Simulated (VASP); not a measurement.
A run of VASP 6.6.1 is set up as follows.

INCAR

```
ALGO = Normal
EDIFF = 1E-6
ENCUT = 520
GGA = PE
ISIF = 2
ISMEAR = 0
ISPIN = 2
LASPH = T
LCHARG = F
LMAXMIX = 4
LORBIT = 11
LREAL = F
LWAVE = F
MAGMOM = 1 0 0 0 0 0 0 0
NBANDS = 38
NELM = 150
PREC = Accurate
SIGMA = 0.1
```

File KPOINTS:

```
k-points
0
Gamma
  4 4 4
```

POSCAR

```
TaAl2ZnN4
1.0
    4.0615612000      0.0000000000      0.0000000000
    0.0000000000      4.0615612000      0.0000000000
    0.0000000000      0.0000000000      5.1534589500
Ta Al Zn N
1 2 1 4
Direct
    0.5000000000      0.5000000000      0.0000000000
    0.0000000000      0.0000000000      0.7500000000
    0.0000000000      0.0000000000      0.2500000000
    0.5000000000      0.5000000000      0.5000000000
    0.5000000000      0.0000000000      0.7500000000
    0.0000000000      0.5000000000      0.7500000000
    0.5000000000      0.0000000000      0.2500000000
    0.0000000000      0.5000000000      0.2500000000
```

Potentials or basis: VASP PAW PBE potentials, release 64 (Ta_pv, Al, Zn, N).

The run is started by

```console
$ cat potpaw_PBE.64/Ta_pv/POTCAR potpaw_PBE.64/Al/POTCAR potpaw_PBE.64/Zn/POTCAR potpaw_PBE.64/N/POTCAR > POTCAR
$ mpirun -np 1 vasp_std > vasp.out
```

Question: Predict the net moment.

Answer: 0.00 μB per cell.

Question: Predict the pressure.

Answer: -8.5 GPa.

Question: What does it give for the largest force?

Answer: 1.061 eV/Å.

Stress tensor (GPa, compression positive):
```
-30.55   0.00   0.00
  0.00 -30.55   0.00
  0.00   0.00  35.58
```

Caveat: the k points lie up to 0.39 Å⁻¹ apart; forces of over 1 eV/Å act on the atoms, so gaps and moduli don't describe the material at rest.
